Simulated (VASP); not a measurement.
# As (P-1) in VASP: further runs, part 2 of 2

VASP 6.6.1.

### 3 Single point, PBE-based screened hybrid

POSCAR

```
As
1.0
    2.9794804000     -0.1006165900      0.3237709600
   -0.1006165900      2.5830128800      0.2618843200
    0.3237709600      0.2618843200      2.5485519600
As
1
Direct
    0.5000000000      0.5000000000      0.5000000000
```

INCAR.step1

```
SYSTEM = As
  ALGO = Normal
  EDIFF = 1E-5
  ENCUT = 520
  GGA = PE
  ISIF = 2
  ISMEAR = -1
  LASPH = .True.
  LCHARG = .False.
  LREAL = .False.
  LWAVE = .True.
  NBANDS = 8
  NELM = 100
  PREC = Accurate
  SIGMA = 0.05
```

INCAR.step2

```
SYSTEM = As
  AEXX = 0.05
  ALGO = Normal
  EDIFF = 1E-6
  ENCUT = 520
  GGA = PE
  HFSCREEN = 0.2
  ISIF = 2
  ISMEAR = -1
  ISTART = 1
  LASPH = .True.
  LCHARG = .False.
  LHFCALC = .True.
  LREAL = .False.
  LWAVE = .False.
  NBANDS = 8
  NELM = 100
  PREC = Accurate
  PRECFOCK = Normal
  SIGMA = 0.05
```

KPOINTS

```
k-points
0
Gamma
  5 5 6
  0 0 0
```

Potentials or basis: VASP PAW PBE potentials, release 64 (As).

Command:

```
cat potpaw_PBE.64/As/POTCAR > POTCAR
cp INCAR.step1 INCAR
mpirun -np 1 vasp_std > vasp.out
cp INCAR.step2 INCAR
mpirun -np 1 vasp_std > vasp.out
```

OUTCAR:

```text
SYSTEM = As
   AEXX = 0.05
   EDIFF = 1E-6
   ENCUT = 520
   GGA = PE
   HFSCREEN = 0.2
   ISIF = 2
   ISMEAR = -1
   ISTART = 1
   LASPH = .True.
   LHFCALC = .True.
   LREAL = .False.
   NELM = 100
   PREC = Accurate
   PRECFOCK = Normal

 ion  position               nearest neighbor table
   1  0.500  0.500  0.500-

  LATTYP: Found a triclinic cell.
 ALAT       =     5.6561247992
 B/A-ratio  =     0.6800035884
 C/A-ratio  =     0.9385301920
 COS(alpha) =     0.0061830983
 COS(beta)  =     0.5422128882
 COS(gamma) =     0.8271459042

  Lattice vectors:

 A1 = (   2.4544762600,   4.8035248500,  -1.7010123600)
 A2 = (   2.8788638100,   2.4823962900,   0.5856552800)
 A3 = (  -0.7481585100,   2.0592442400,  -4.8352196000)

Analysis of symmetry for initial positions (statically):
=====================================================================
 Subroutine PRICEL returns:
 Original cell was already a primitive cell.

 Routine SETGRP: Setting up the symmetry group for a
 triclinic supercell.

 Subroutine GETGRP returns: Found  2 space group operations
 (whereof  2 operations were pure point group operations)
 out of a pool of  2 trial point group operations.

The static configuration has the point symmetry S_2 .

Analysis of symmetry for dynamics (positions and initial velocities):
=====================================================================
 Subroutine PRICEL returns:
 Original cell was already a primitive cell.

 Routine SETGRP: Setting up the symmetry group for a
 triclinic supercell.

 Subroutine GETGRP returns: Found  2 space group operations
 (whereof  2 operations were pure point group operations)
 out of a pool of  2 trial point group operations.

The dynamic configuration has the point symmetry S_2 .
[... 116 lines left out ...]
     AMIX     =   0.40;   BMIX     =  1.00
     AMIX_MAG =   1.60;   BMIX_MAG =  1.00
  volume/ion in A,a.u.               =      19.10       128.86
  Fermi-wavevector in a.u.,A,eV,Ry     =   1.047335  1.979177 14.924385  1.096911
  Thomas-Fermi vector in A             =   2.182211
   LORBIT       =      0    0 simple, 1 ext, 2 COOP (PROOUT), +10 PAW based schemes
   GGA     = PE    functional components
   LHFCALC =     T    Hartree Fock is set to
   PRECFOCK=normal    Normal, Fast or Accurate (Low or Medium for compatibility)
   ENCUT4O =  -1.0   cutoff for four orbital integrals eV
   NKREDX  =     1    reduce k-point grid by
   NKREDY  =     1    reduce k-point grid by
   NKREDZ  =     1    reduce k-point grid by
   AEXX    =    0.0500 exact exchange contribution
   HFSCREEN=    0.2000 screening length (either q_TF or 0.3 A-1)
   HFSCREENC=   0.2000 screening length for correlation (either q_TF or 0.3 A-1)
   ENCUTFOCK=  -1.0 apply spherical cutoff to Coloumb kernel
   IVDW    =     0    specifies the selected vdW correction
   LEPSILON=     F    determine dielectric tensor
   LRPA    =     F    only Hartree local field effects (RPA)
 non-spin polarized calculation
  energy-cutoff  :      520.00
  volume of cell :       19.10
 maximum number of plane-waves:       526
 NGX is ok and might be reduce to    24
  NGX = 18; NGY = 16; NGZ = 16

 number of electron       5.0000000 magnetization

 Free energy of the ion-electron system (eV)
  ---------------------------------------------------
  ext. energy  EPLUGINS =         0.00000000
  ---------------------------------------------------
  free energy    TOTEN  =        -4.46098860 eV

  energy without entropy =       -4.45824781  energy(sigma->0) =       -4.45961821

 E-fermi :   6.4425     XC(G=0): -10.2616

 val. band max:        6.3581765522   @ k =   0.2000  -0.2000   0.1667
 cond. band min:       6.5039714804   @ k =   0.0000  -0.2000   0.3333
 fundamental gap:      0.1457949282
 Fermi energy:         6.4424707879

 k-point     1 :       0.0000    0.0000    0.0000
  band No.  band energies     occupation
      1      -9.4510      2.00000
      2       7.8012      0.00000
      3      12.2521      0.00000
      4      13.0712      0.00000
      5      13.7565      0.00000
      6      16.8911      0.00000
      7      19.6693      0.00000
      8      26.3498      0.00000
[... 243 lines left out ...]
 k-point    24 :       0.0000    0.4000    0.1667
  band No.  band energies     occupation
      1      -5.9449      2.00000
      2       1.5749      2.00000
      3      10.2322      0.00000
      4      11.0528      0.00000
      5      16.6704      0.00000
      6      17.0066      0.00000
      7      18.9269      0.00000
      8      23.0591      0.00000

 [... further k-points ...]
[... 5 lines left out ...]
  --------------------------------------------------------------------------------------
  -------------------------------------------------------------------------------------
  Total       -0.5246733      1.2784392      1.5427466     -0.2043029     -0.9699101     -0.1626360
  in kB      -44.0212521    107.2638734    129.4398464    -17.1414655    -81.3776017    -13.6455157
  external PRESSURE =      64.2274892 kB  Pullay stress =       0.0000000 kB

 VOLUME and BASIS-vectors are now :
 -----------------------------------------------------------------------------
  energy-cutoff  :      520.00
  volume of cell :       19.10
      direct lattice vectors                 reciprocal lattice vectors
     2.979480400 -0.100616590  0.323770960     0.341141460  0.017868729 -0.045175158
    -0.100616590  2.583012880  0.261884320     0.017868729  0.392156622 -0.042567327
     0.323770960  0.261884320  2.548551960    -0.045175158 -0.042567327  0.402492920

 POSITION                                       TOTAL-FORCE (eV/Angst)
 -----------------------------------------------------------------------------------
      1.60132      1.37214      1.56710         0.000000      0.000000      0.000000
 -----------------------------------------------------------------------------------
    total drift:                               -0.000001      0.000000      0.000001

  FREE ENERGIE OF THE ION-ELECTRON SYSTEM (eV)
  ---------------------------------------------------
  free  energy   TOTEN  =        -4.4609885985 eV

  energy  without entropy=       -4.4582478118  energy(sigma->0) =       -4.45961821
```

OSZICAR.step1:

```text
N       E                     dE             d eps       ncg     rms          rms(c)
DAV:   1     0.732067925934E+01    0.73207E+01   -0.21433E+03  1248   0.464E+02
DAV:   2    -0.416801432878E+01   -0.11489E+02   -0.11365E+02  1632   0.576E+01
DAV:   3    -0.428802276595E+01   -0.12001E+00   -0.11998E+00  1360   0.827E+00
DAV:   4    -0.428814186761E+01   -0.11910E-03   -0.11910E-03  2032   0.291E-01
DAV:   5    -0.428814189904E+01   -0.31428E-07   -0.31576E-07  1376   0.247E-03    0.227E+00
DAV:   6    -0.428779495583E+01    0.34694E-03   -0.10897E-03  1664   0.207E-01    0.134E+00
DAV:   7    -0.428791459962E+01   -0.11964E-03   -0.25037E-03  1472   0.317E-01    0.536E-02
DAV:   8    -0.428794171364E+01   -0.27114E-04   -0.77417E-05  1640   0.645E-02    0.498E-03
DAV:   9    -0.428794255242E+01   -0.83878E-06   -0.87096E-07   824   0.763E-03
   1 F= -.42879426E+01 E0= -.42864540E+01  d E =-.297703E-02
```

Run time: 3 min. Hardware: 1 thread of Intel Xeon 6975P-C (Granite Rapids), shared host; peak memory 0.23 GiB.

What came out:

| Property | Result |
| --- | --- |
| Free energy | -4.4610 eV |
| Pressure | 6.4 GPa |

Levels at points of the mesh, in eV from the Fermi level:
```
           k point  band 1  band 2  band 3  band 4  band 5  band 6
(0.00, 0.00, 0.00)  -15.89    1.36    5.81    6.63    7.31   10.45
(0.00, 0.00, 0.50)  -11.27   -7.51    2.61    7.12    7.54   11.89
```

Caveat: the k points lie up to 0.50 Å⁻¹ apart; the PAW data sets were made with another functional, which shifts forces and pressure a little.

### 4 Single point, PBE-based screened hybrid

POSCAR is that of step 3.

INCAR.step1

```
SYSTEM = As
ALGO = Normal
EDIFF = 1E-5
ENCUT = 520
GGA = PE
ISIF = 2
ISMEAR = -1
LASPH = .TRUE.
LCHARG = .FALSE.
LREAL = .FALSE.
LWAVE = .TRUE.
NBANDS = 8
NELM = 60
PREC = Accurate
SIGMA = 0.05
```

INCAR.step2

```
SYSTEM = As
AEXX = 0.1
ALGO = Normal
EDIFF = 1E-7
ENCUT = 520
GGA = PE
HFSCREEN = 0.2
ISIF = 2
ISMEAR = -1
ISTART = 1
LASPH = .TRUE.
LCHARG = .FALSE.
LHFCALC = .TRUE.
LREAL = .FALSE.
LWAVE = .FALSE.
NBANDS = 8
NELM = 60
PREC = Accurate
PRECFOCK = Normal
SIGMA = 0.05
```

KPOINTS

```
k-points
0
G
  5 5 6
  0 0 0
```

Command:

```
cat potpaw_PBE.64/As/POTCAR > POTCAR
cp INCAR.step1 INCAR
mpirun -np 1 vasp_std > vasp.out
cp INCAR.step2 INCAR
mpirun -np 1 vasp_std > vasp.out
```

It took 4.9 min on 1 thread of Intel Xeon 6975P-C (Granite Rapids), shared host; peak memory 0.23 GiB.

The run converged. Its results:

```yaml
Free_energy: -4.6362 eV
Pressure: 5.6 GPa
```

Stress tensor (GPa, compression positive):
```
-5.05 -1.70 -1.52
-1.70  9.80 -8.47
-1.52 -8.47 12.06
```

Levels at points of the mesh, in eV from the Fermi level:
```tsv
k point	band 1	band 2	band 3	band 4	band 5	band 6
(0.00, 0.00, 0.00)	-16.27	1.40	5.95	6.71	7.48	10.58
(0.00, 0.00, 0.50)	-11.54	-7.71	2.68	7.29	7.64	12.04
```

Caveat: the k points lie up to 0.50 Å⁻¹ apart; the PAW data sets were made with another functional, which shifts forces and pressure a little.

### 5 Single point, PBE-based screened hybrid

POSCAR is that of step 4.

INCAR.step1

```
ALGO = Normal ; EDIFF = 1E-5
ENCUT = 520 ; GGA = PE
ISIF = 2 ; ISMEAR = -1
LASPH = T ; LREAL = F
LWAVE = T ; NBANDS = 8
NELM = 100 ; PREC = Accurate
SIGMA = 0.05
```

INCAR.step2

```
AEXX = 0.15 ; ALGO = Normal
EDIFF = 1E-6 ; ENCUT = 520
GGA = PE ; HFSCREEN = 0.2
ISIF = 2 ; ISMEAR = -1
ISTART = 1 ; LASPH = T
LCHARG = T ; LELF = T
LHFCALC = T ; LREAL = F
LVHAR = T ; LWAVE = F
NBANDS = 8 ; NELM = 100
PREC = Accurate ; PRECFOCK = Normal
SIGMA = 0.05
```

KPOINTS

```
k-points
0
Gamma
  5 5 6
```

Command:

```
cat potpaw_PBE.64/As/POTCAR > POTCAR
cp INCAR.step1 INCAR
mpirun -np 1 vasp_std > vasp.out
cp INCAR.step2 INCAR
mpirun -np 1 vasp_std > vasp.out
```

Run time: 3.7 min. Hardware: 1 thread of Intel Xeon 6975P-C (Granite Rapids), shared host; peak memory 0.23 GiB.

Results (log left out):

| Item | Value |
| --- | --- |
| Free energy | -4.8135 eV |
| Pressure | 4.7 GPa |

Stress tensor (GPa, compression positive):
```
-5.75 -1.68 -1.68
-1.68  8.81 -8.79
-1.68 -8.79 11.11
```

Levels at points of the mesh, in eV from the Fermi level:
```
           k point  band 1  band 2  band 3  band 4  band 5  band 6
(0.00, 0.00, 0.00)  -16.64    1.44    6.09    6.80    7.65   10.70
(0.00, 0.00, 0.50)  -11.81   -7.91    2.76    7.46    7.74   12.20
```

Caveat: the k points lie up to 0.50 Å⁻¹ apart; the PAW data sets were made with another functional, which shifts forces and pressure a little.

### 6 Single point, PBE-based screened hybrid

POSCAR is that of step 5.

INCAR.step1

```
SYSTEM = As
ALGO = Normal ; EDIFF = 1E-5
ENCUT = 520 ; GGA = PE
ISIF = 2 ; ISMEAR = -1
LASPH = .TRUE. ; LREAL = .FALSE.
LWAVE = .TRUE. ; NBANDS = 8
NELM = 100 ; PREC = Accurate
SIGMA = 0.05
```

INCAR.step2

```
SYSTEM = As
AEXX = 0.2 ; ALGO = Normal
EDIFF = 1E-6 ; ENCUT = 520
GGA = PE ; HFSCREEN = 0.2
ISIF = 2 ; ISMEAR = -1
ISTART = 1 ; LASPH = .TRUE.
LCHARG = .TRUE. ; LELF = .TRUE.
LHFCALC = .TRUE. ; LREAL = .FALSE.
LVHAR = .TRUE. ; LWAVE = .FALSE.
NBANDS = 8 ; NELM = 100
PREC = Accurate ; PRECFOCK = Normal
SIGMA = 0.05
```

KPOINTS

```
k-points
0
G
  5 5 6
  0 0 0
```

Potentials or basis: VASP PAW PBE potentials, release 64 (As).

Command:

```
cat potpaw_PBE.64/As/POTCAR > POTCAR
cp INCAR.step1 INCAR
mpirun -np 1 vasp_std > vasp.out
cp INCAR.step2 INCAR
mpirun -np 1 vasp_std > vasp.out
```

Wall time 3.7 min (1 thread of Intel Xeon 6975P-C (Granite Rapids), shared host); peak memory 0.23 GiB.

The run converged. Its results:

```yaml
Free_energy: -4.9929 eV
Pressure: 3.9 GPa
```

Stress tensor (GPa, compression positive):
```
-6.44 -1.66 -1.83
-1.66  7.83 -9.11
-1.83 -9.11 10.19
```

Levels at points of the mesh, in eV from the Fermi level:
| k point | band 1 | band 2 | band 3 | band 4 | band 5 | band 6 |
| --- | --- | --- | --- | --- | --- | --- |
| (0.00, 0.00, 0.00) | -17.01 | 1.49 | 6.23 | 6.89 | 7.82 | 10.83 |
| (0.00, 0.00, 0.50) | -12.07 | -8.11 | 2.84 | 7.63 | 7.84 | 12.36 |

Caveat: the k points lie up to 0.50 Å⁻¹ apart; the PAW data sets were made with another functional, which shifts forces and pressure a little.

### 7 Summary

```tsv
level	smearing	screening parameter	share of exact exchange	gap on the mesh (eV)	pressure (GPa)
HSE06	gaussian 0.05 eV	0.2079 1/Å	-	none	3.1
PBE-based screened hybrid	fermi-dirac 0.05 eV	0.2 1/Å	0.05	none	6.4
PBE-based screened hybrid	fermi-dirac 0.05 eV	0.2 1/Å	0.1	none	5.6
PBE-based screened hybrid	fermi-dirac 0.05 eV	0.2 1/Å	0.15	none	4.7
PBE-based screened hybrid	fermi-dirac 0.05 eV	0.2 1/Å	0.2	none	3.9
```

Alike in all rows: task single point; potentials or basis VASP PAW PBE potentials, release 64 (As); no spin polarisation; cell as given; k mesh 5 × 5 × 6; cutoff (eV) 520.

Caveats: all runs use coarse meshes; the PAW data sets were made with another functional, which shifts forces and pressure a little.

Absolute energies hang on the potentials; compare differences alone.
